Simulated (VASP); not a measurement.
# Pt (R-3m) in VASP: further runs

Runs on Pt. Level: PBEsol. Tasks: single point.

Program: VASP 6.6.1. These are calculated values, not measurements. Logs are shortened: lines on timing, memory, paths and dates and some standing lists are left out, and cuts for length are marked.

### 1 The cell of the first run

It takes space group R-3m (No. 166, trigonal). Conventional cell: a = 4.715 Å, b = 4.715 Å, c = 2.368 Å, α = 90.00°, β = 90.00°, γ = 120.00°. Pt (site symmetry -3m) has 14 Pt at 2.37 to 3.15 Å within 3.2 Å.

### 2 Single point, PBEsol (15.20 Å³/atom)

INCAR

```
  PREC = Accurate
  ENCUT = 520
  EDIFF = 1E-7
  ISMEAR = 0
  SIGMA = 0.15
  LREAL = F
  LASPH = T
  NELM = 60
  ALGO = Fast
  ISIF = 2
  LWAVE = F
  LCHARG = F
  GGA = PS
  NBANDS = 11
```

KPOINTS

```
Automatic mesh
0
Gamma
  22 22 22
```

POSCAR

```
Pt
1.0
   -1.7670587197      1.5671191847      1.5671191847
    1.5671191847     -1.7670587197      1.5671191847
    1.5671191847      1.5671191847     -1.7670587197
Pt
1
Direct
    0.0000000000      0.0000000000      0.0000000000
```

Potentials or basis: VASP PAW PBE potentials, release 64 (Pt).

Started as:

```sh
$ cat potpaw_PBE.64/Pt/POTCAR > POTCAR
$ mpirun -np 1 vasp_std > vasp.out
```

OUTCAR:

```text
PREC = Accurate
   ENCUT = 520
   EDIFF = 1E-7
   ISMEAR = 0
   LREAL = F
   LASPH = T
   NELM = 60
   ISIF = 2
   GGA = PS

 ion  position               nearest neighbor table
   1  0.000  0.000  0.000-

  LATTYP: Found a trigonal (rhomboedric) cell.
 ALAT       =     2.8344702498
 COS(alpha) =    -0.3836738462

  Lattice vectors:

 A1 = (  -1.7670587197,   1.5671191847,   1.5671191847)
 A2 = (   1.5671191847,  -1.7670587197,   1.5671191847)
 A3 = (   1.5671191847,   1.5671191847,  -1.7670587197)

Analysis of symmetry for initial positions (statically):
=====================================================================
 Subroutine PRICEL returns:
 Original cell was already a primitive cell.

 Routine SETGRP: Setting up the symmetry group for a
 trigonal (rhombohedral) supercell.

 Subroutine GETGRP returns: Found 12 space group operations
 (whereof 12 operations were pure point group operations)
 out of a pool of 12 trial point group operations.

The static configuration has the point symmetry D_3d.

Analysis of symmetry for dynamics (positions and initial velocities):
=====================================================================
 Subroutine PRICEL returns:
 Original cell was already a primitive cell.

 Routine SETGRP: Setting up the symmetry group for a
 trigonal (rhombohedral) supercell.

 Subroutine GETGRP returns: Found 12 space group operations
 (whereof 12 operations were pure point group operations)
 out of a pool of 12 trial point group operations.

The dynamic configuration has the point symmetry D_3d.

 Subroutine INISYM returns: Found 12 space group operations
 (whereof 12 operations are pure point group operations),
 and found     1 'primitive' translations

----------------------------------------------------------------------------------------

                                     Primitive cell

  volume of cell :      15.1986

  direct lattice vectors                    reciprocal lattice vectors
    -1.767058720  1.567119185  1.567119185     0.043861585  0.343785593  0.343785593
     1.567119185 -1.767058720  1.567119185     0.343785593  0.043861585  0.343785593
     1.567119185  1.567119185 -1.767058720     0.343785593  0.343785593  0.043861585

  length of vectors
     2.834470250  2.834470250  2.834470250     0.488160739  0.488160739  0.488160739

  position of ions in fractional coordinates (direct lattice)
     0.000000000  0.000000000  0.000000000

  ion indices of the primitive-cell ions
   primitive index   ion index
                 1           1

----------------------------------------------------------------------------------------

 KPOINTS: Automatic mesh

Automatic generation of k-mesh.
 Grid dimensions read from file:
 generate k-points for:   22   22   22

 Generating k-lattice:

  Cartesian coordinates                     Fractional coordinates (reciprocal lattice)
     0.001993708  0.015626618  0.015626618     0.045454545  0.000000000  0.000000000
     0.015626618  0.001993708  0.015626618     0.000000000  0.045454545  0.000000000
     0.015626618  0.015626618  0.001993708    -0.000000000 -0.000000000  0.045454545

  Length of vectors
     0.022189124  0.022189124  0.022189124

  Shift w.r.t. Gamma in fractional coordinates (k-lattice)
     0.000000000  0.000000000  0.000000000

 Subroutine IBZKPT returns following result:
 ===========================================

 Found   1024 irreducible k-points:

 Following reciprocal coordinates:
            Coordinates               Weight
  0.000000  0.000000  0.000000      1.000000
  0.045455  0.000000  0.000000      6.000000
  0.090909  0.000000  0.000000      6.000000
  0.136364 -0.000000  0.000000      6.000000
  0.181818  0.000000  0.000000      6.000000
  0.227273  0.000000  0.000000      6.000000
[... 16 lines left out ...]
  0.500000  0.045455  0.000000     12.000000
 -0.454545  0.045455  0.000000     12.000000
 [... further k-points ...]
   k-points           NKPTS =   1024   k-points in BZ     NKDIM =   1024   number of bands    NBANDS=     11
   number of dos      NEDOS =    301   number of ions     NIONS =      1
   total plane-waves  NPLWV =  13824
   dimension x,y,z NGX =    24 NGY =   24 NGZ =   24
   dimension x,y,z NGXF=    48 NGYF=   48 NGZF=   48
   ions per type =               1
   NGX,Y,Z   is equivalent  to a cutoff of  14.08, 14.08, 14.08 a.u.
   NGXF,Y,Z  is equivalent  to a cutoff of  28.15, 28.15, 28.15 a.u.
 SYSTEM =  unknown system
   PREC   = accura    normal or accurate (medium, high low for compatibility)
   ISTART =      0    job   : 0-new  1-cont  2-samecut
   ICHARG =      2    charge: 1-file 2-atom 10-const
   ISPIN  =      1    spin polarized calculation?
   LNONCOLLINEAR =      F non collinear calculations
   LSORBIT =      F    spin-orbit coupling
   LASPH  =      T    aspherical Exc in radial PAW
   ENCUT  =  520.0 eV  38.22 Ry    6.18 a.u.   5.27  5.27  5.27*2*pi/ulx,y,z
   NELM   =     60;   NELMIN=  2; NELMDL= -5     # of ELM steps
   EDIFF  = 0.1E-06   stopping-criterion for ELM
   LREAL  =      F    real-space projection
   EDIFFG = 0.1E-05   stopping-criterion for IOM
   NSW    =      0    number of steps for IOM
   IBRION =     -1    ionic relax: 0-MD 1-quasi-New 2-CG
   NFREE  =      0    steps in history (QN), initial steepest desc. (CG)
   ISIF   =      2    stress and relaxation
   ISYM   =      2    0-nonsym 1-usesym 2-fastsym
   POTIM  = 0.5000    time-step for ionic-motion
   TEBEG  =    0.0;   TEEND  =   0.0 temperature during run
   PSTRESS=    0.0 pullay stress
   NELECT =      10.0000    total number of electrons
   NUPDOWN=      -1.0000    fix difference up-down
   EMIN   =  10.00;   EMAX   =-10.00  energy-range for DOS
   EFERMI =   0.00;   METHOD = LEGACY
   ISMEAR =     0;   SIGMA  =   0.15  broadening in eV -4-tet -1-fermi 0-gaus
   EFERMI_NEDOS =   21; number of points for ismear=-14 and -15
   IALGO  =     68    algorithm
   IMIX   =      4    mixing-type and parameters
     AMIX     =   0.40;   BMIX     =  1.00
     AMIX_MAG =   1.60;   BMIX_MAG =  1.00
  volume/ion in A,a.u.               =      15.20       102.57
  Fermi-wavevector in a.u.,A,eV,Ry     =   1.423881  2.690746 27.584968  2.027438
  Thomas-Fermi vector in A             =   2.544432
   LORBIT       =      0    0 simple, 1 ext, 2 COOP (PROOUT), +10 PAW based schemes
   GGA     = PS    functional components
   LHFCALC =     F    Hartree Fock is set to
   AEXX    =    0.0000 exact exchange contribution
   IVDW    =     0    specifies the selected vdW correction
   LEPSILON=     F    determine dielectric tensor
   LRPA    =     F    only Hartree local field effects (RPA)
 non-spin polarized calculation
 RMM-DIIS sequential band-by-band and
 Gauss-broadening in eV      SIGMA  =   0.15
  energy-cutoff  :      520.00
  volume of cell :       15.20
 maximum number of plane-waves:       422
 NGX is ok and might be reduce to    24
   NGX = 11   NGY = 11   NGZ = 11

 number of electron      10.0000000 magnetization

 Free energy of the ion-electron system (eV)
  ---------------------------------------------------
  ext. energy  EPLUGINS =         0.00000000
  ---------------------------------------------------
  free energy    TOTEN  =        -6.27363494 eV

  energy without entropy =       -6.25835706  energy(sigma->0) =       -6.26599600

 E-fermi :  10.8661     XC(G=0): -13.5282

 val. band max:       10.8648689135   @ k =   0.4545   0.3636   0.2727
 cond. band min:      10.8663655329   @ k =   0.4091   0.3182   0.2273
 fundamental gap:      0.0014966193
 Fermi energy:        10.8661283957

 k-point     1 :       0.0000    0.0000    0.0000
  band No.  band energies     occupation
      1       0.7339      2.00000
      2       4.7611      2.00000
      3       7.4739      2.00000
      4       7.4739      2.00000
      5      10.4846      1.99968
      6      10.4846      1.99968
      7      25.6330      0.00000
      8      28.2473      0.00000
      9      28.2473      0.00000
     10      37.9197      0.00000
     11      37.9267      0.00000

 k-point     2 :       0.0455    0.0000    0.0000
  band No.  band energies     occupation
      1       0.8477      2.00000
      2       4.8557      2.00000
      3       7.4578      2.00000
      4       7.5156      2.00000
      5      10.3464      2.00000
      6      10.4046      1.99999
      7      25.7251      0.00000
      8      28.4460      0.00000
      9      28.4665      0.00000
     10      36.3804      0.00000
     11      37.3101      0.00000

 k-point     3 :       0.0909    0.0000    0.0000
  band No.  band energies     occupation
      1       1.1805      2.00000
      2       5.1376      2.00000
      3       7.4068      2.00000
      4       7.6398      2.00000
      5       9.9684      2.00000
      6      10.1871      2.00000
      7      25.9843      0.00000
      8      28.9793      0.00000
      9      29.1014      0.00000
     10      34.6368      0.00000
     11      35.7714      0.00000

 k-point     4 :       0.1364   -0.0000    0.0000
  band No.  band energies     occupation
      1       1.7050      2.00000
      2       5.5985      2.00000
      3       7.3120      2.00000
      4       7.8435      2.00000
      5       9.4452      2.00000
      6       9.8900      2.00000
      7      26.3468      0.00000
      8      29.6497      0.00000
      9      30.0878      0.00000
     10      33.0796      0.00000
     11      33.8157      0.00000

 k-point     5 :       0.1818    0.0000    0.0000
  band No.  band energies     occupation
      1       2.3689      2.00000
      2       6.2147      2.00000
      3       7.1603      2.00000
      4       8.1218      2.00000
      5       8.9103      2.00000
      6       9.5869      2.00000
      7      26.6539      0.00000
      8      29.9288      0.00000
      9      31.2580      0.00000
     10      31.9940      0.00000
     11      32.0567      0.00000
[... 211 lines left out ...]
 k-point    21 :       0.4091    0.0455   -0.0000
  band No.  band energies     occupation
      1       3.9673      2.00000
      2       5.7945      2.00000
      3       8.8516      2.00000
      4       9.1721      2.00000
      5      10.5098      1.99922
      6      12.8428      0.00000
      7      20.9093      0.00000
      8      23.7356      0.00000
      9      27.1370      0.00000
     10      33.2287      0.00000
     11      34.5605      0.00000

 k-point    22 :       0.4545    0.0455    0.0000
  band No.  band energies     occupation
      1       3.8932      2.00000
      2       5.7294      2.00000
      3       9.0618      2.00000
      4       9.1710      2.00000
      5      11.2097      0.00120
      6      12.9408      0.00000
      7      20.2392      0.00000
      8      23.4838      0.00000
      9      26.3920      0.00000
     10      33.0073      0.00000
     11      35.1510      0.00000

 k-point    23 :       0.5000    0.0455    0.0000
  band No.  band energies     occupation
      1       3.8973      2.00000
      2       5.7567      2.00000
      3       9.0426      2.00000
      4       9.1888      2.00000
      5      11.5812      0.00000
      6      12.3666      0.00000
      7      20.2143      0.00000
      8      23.4931      0.00000
      9      26.4191      0.00000
     10      33.1329      0.00000
     11      35.3549      0.00000

 k-point    24 :      -0.4545    0.0455    0.0000
  band No.  band energies     occupation
      1       3.9731      2.00000
      2       5.8704      2.00000
      3       8.8687      2.00000
      4       9.1904      2.00000
      5      11.1865      0.00252
      6      11.6234      0.00000
      7      20.8417      0.00000
      8      23.7577      0.00000
      9      27.0724      0.00000
     10      33.6652      0.00000
     11      35.1420      0.00000

 [... further k-points ...]

------------------------ aborting loop because EDIFF is reached ----------------------------------------

  FORCE on cell =-STRESS in cart. coord.  units (eV):
  Direction    XX          YY          ZZ          XY          YZ          ZX
  --------------------------------------------------------------------------------------
  -------------------------------------------------------------------------------------
  Total        1.9174303      1.9174303      1.9174303      3.1733725      3.1733725      3.1733725
  in kB      202.1282604    202.1282604    202.1282604    334.5249516    334.5249516    334.5249516
  external PRESSURE =     202.1282604 kB  Pullay stress =       0.0000000 kB

 VOLUME and BASIS-vectors are now :
 -----------------------------------------------------------------------------
  energy-cutoff  :      520.00
  volume of cell :       15.20
      direct lattice vectors                 reciprocal lattice vectors
    -1.767058720  1.567119185  1.567119185     0.043861585  0.343785593  0.343785593
     1.567119185 -1.767058720  1.567119185     0.343785593  0.043861585  0.343785593
     1.567119185  1.567119185 -1.767058720     0.343785593  0.343785593  0.043861585

 POSITION                                       TOTAL-FORCE (eV/Angst)
 -----------------------------------------------------------------------------------
      0.00000      0.00000      0.00000         0.000000      0.000000      0.000000
 -----------------------------------------------------------------------------------
    total drift:                                0.000000      0.000000     -0.000000

  FREE ENERGIE OF THE ION-ELECTRON SYSTEM (eV)
  ---------------------------------------------------
  free  energy   TOTEN  =        -6.2736349390 eV

  energy  without entropy=       -6.2583570598  energy(sigma->0) =       -6.26599600
```

Wall time 62 s (1 thread of Intel Xeon 6975P-C (Granite Rapids), shared host); peak memory 0.28 GiB.

What came out:

| Item | Value |
| --- | --- |
| Free energy | -6.2736 eV |
| Pressure | 20.2 GPa |
| Band gap on the k mesh | zero (bands 5 and 6 overlap by 4.01 eV) |

Stress tensor (GPa, compression positive):
```
20.21 33.45 33.45
33.45 20.21 33.45
33.45 33.45 20.21
```

Caveat: the cell stands under pressure; the PAW data sets were made with another functional, which shifts forces and pressure a little; spin-orbit coupling is left out, which moves the levels of the heavy elements.

### 3 Single point, PBEsol (15.20 Å³/atom)

INCAR

```
SYSTEM = Pt
PREC = Accurate
ENCUT = 520
EDIFF = 1E-7
ISMEAR = 0
SIGMA = 0.15
LREAL = .FALSE.
LASPH = .TRUE.
NELM = 60
ALGO = Fast
ISIF = 2
LWAVE = .FALSE.
LCHARG = .FALSE.
GGA = PS
NBANDS = 11
```

KPOINTS

```
Automatic mesh
0
G
  22 22 22
  0 0 0
```

POSCAR

```
Pt
1.0
   -0.9327965929      1.6265501957      1.6265501957
    1.6265501957     -0.9327965929      1.6265501957
    1.6265501957      1.6265501957     -0.9327965929
Pt
1
Direct
    0.0000000000      0.0000000000      0.0000000000
```

Potentials or basis: VASP PAW PBE potentials, release 64 (Pt).

Started as:

```sh
$ cat potpaw_PBE.64/Pt/POTCAR > POTCAR
$ mpirun -np 1 vasp_std > vasp.out
```

OUTCAR:

```text
SYSTEM = Pt
   PREC = Accurate
   ENCUT = 520
   EDIFF = 1E-7
   ISMEAR = 0
   LREAL = .FALSE.
   LASPH = .TRUE.
   NELM = 60
   ISIF = 2
   GGA = PS

 ion  position               nearest neighbor table
   1  0.000  0.000  0.000-

  LATTYP: Found a trigonal (rhomboedric) cell.
 ALAT       =     2.4822249217
 COS(alpha) =    -0.0631046293

  Lattice vectors:

 A1 = (  -0.9327965929,   1.6265501957,   1.6265501957)
 A2 = (   1.6265501957,  -0.9327965929,   1.6265501957)
 A3 = (   1.6265501957,   1.6265501957,  -0.9327965929)
[... 518 lines left out ...]

 [... further k-points ...]

------------------------ aborting loop because EDIFF is reached ----------------------------------------

  FORCE on cell =-STRESS in cart. coord.  units (eV):
  Direction    XX          YY          ZZ          XY          YZ          ZX
  --------------------------------------------------------------------------------------
  -------------------------------------------------------------------------------------
  Total        3.6315231      3.6315231      3.6315231     -0.0631387     -0.0631387     -0.0631387
  in kB      382.8214565    382.8214565    382.8214565     -6.6558411     -6.6558411     -6.6558411
  external PRESSURE =     382.8214565 kB  Pullay stress =       0.0000000 kB

 VOLUME and BASIS-vectors are now :
 -----------------------------------------------------------------------------
  energy-cutoff  :      520.00
  volume of cell :       15.20
      direct lattice vectors                 reciprocal lattice vectors
    -0.932796593  1.626550196  1.626550196    -0.116823783  0.273900915  0.273900915
     1.626550196 -0.932796593  1.626550196     0.273900915 -0.116823783  0.273900915
     1.626550196  1.626550196 -0.932796593     0.273900915  0.273900915 -0.116823783

 POSITION                                       TOTAL-FORCE (eV/Angst)
 -----------------------------------------------------------------------------------
      0.00000      0.00000      0.00000        -0.000000     -0.000000     -0.000000
 -----------------------------------------------------------------------------------
    total drift:                                0.000000      0.000000      0.000000

  FREE ENERGIE OF THE ION-ELECTRON SYSTEM (eV)
  ---------------------------------------------------
  free  energy   TOTEN  =        -6.2101971687 eV

  energy  without entropy=       -6.1981211235  energy(sigma->0) =       -6.20415915
```

OSZICAR:

```text
N       E                     dE             d eps       ncg     rms          rms(c)
DAV:   1     0.400551206967E+02    0.40055E+02   -0.53965E+03 23024   0.846E+02
DAV:   2    -0.597853683858E+01   -0.46034E+02   -0.44141E+02 25697   0.178E+02
DAV:   3    -0.659440851643E+01   -0.61587E+00   -0.61347E+00 26735   0.196E+01
DAV:   4    -0.659718390075E+01   -0.27754E-02   -0.27752E-02 26059   0.152E+00
DAV:   5    -0.659720868153E+01   -0.24781E-04   -0.24781E-04 26846   0.134E-01    0.148E+01
RMM:   6    -0.626009667617E+01    0.33711E+00   -0.29567E-01 22707   0.460E+00    0.782E+00
RMM:   7    -0.621498235372E+01    0.45114E-01   -0.62763E-02 23754   0.227E+00    0.257E+00
RMM:   8    -0.621030368783E+01    0.46787E-02   -0.97304E-03 24579   0.929E-01    0.437E-01
RMM:   9    -0.621017669432E+01    0.12699E-03   -0.93741E-04 26751   0.250E-01    0.768E-02
RMM:  10    -0.621019467784E+01   -0.17984E-04   -0.17539E-04 26986   0.970E-02    0.832E-02
RMM:  11    -0.621021531977E+01   -0.20642E-04   -0.53767E-05 25618   0.602E-02    0.895E-02
RMM:  12    -0.621027911342E+01   -0.63794E-04   -0.24294E-05 24601   0.389E-02    0.185E-01
RMM:  13    -0.621027946732E+01   -0.35390E-06   -0.32136E-04 30568   0.137E-01    0.211E-01
RMM:  14    -0.621020028779E+01    0.79180E-04   -0.45518E-05 24555   0.506E-02    0.520E-02
RMM:  15    -0.621019685740E+01    0.34304E-05   -0.36302E-06 24807   0.154E-02    0.149E-02
RMM:  16    -0.621019712064E+01   -0.26323E-06   -0.55998E-07 25097   0.614E-03    0.924E-04
RMM:  17    -0.621019722199E+01   -0.10135E-06   -0.68847E-08 18432   0.201E-03    0.113E-03
RMM:  18    -0.621019716869E+01    0.53297E-07   -0.11633E-08 13947   0.801E-04
   1 F= -.62101972E+01 E0= -.62041591E+01  d E =-.120760E-01
```

stdout:

```text
POSCAR found type information on POSCAR Pt
 POSCAR found :  1 types and       1 ions
 scaLAPACK will be used
 -----------------------------------------------------------------------------
|                                                                             |
|                                                                             |
|     You enforced a specific xc type in the INCAR file but a different       |
|     I HOPE YOU KNOW WHAT YOU ARE DOING!                                     |
|                                                                             |
 -----------------------------------------------------------------------------

 LDA part: xc-table for (Slater+PW92), standard interpolation
 POSCAR, INCAR and KPOINTS ok, starting setup
 FFT: planning ... GRIDC
 FFT: planning ... GRID_SOFT
 FFT: planning ... GRID
 WAVECAR not read
 entering main loop
```

It took 60 s on 1 thread of Intel Xeon 6975P-C (Granite Rapids), shared host; peak memory 0.27 GiB.

What came out:

* Free energy: -6.2102 eV
* Pressure: 38.3 GPa
* Band gap on the k mesh: zero (bands 5 and 6 overlap by 4.08 eV)

Caveat: the cell stands under pressure; the PAW data sets were made with another functional, which shifts forces and pressure a little; spin-orbit coupling is left out, which moves the levels of the heavy elements.

(Part 1 of 2 ends here.)
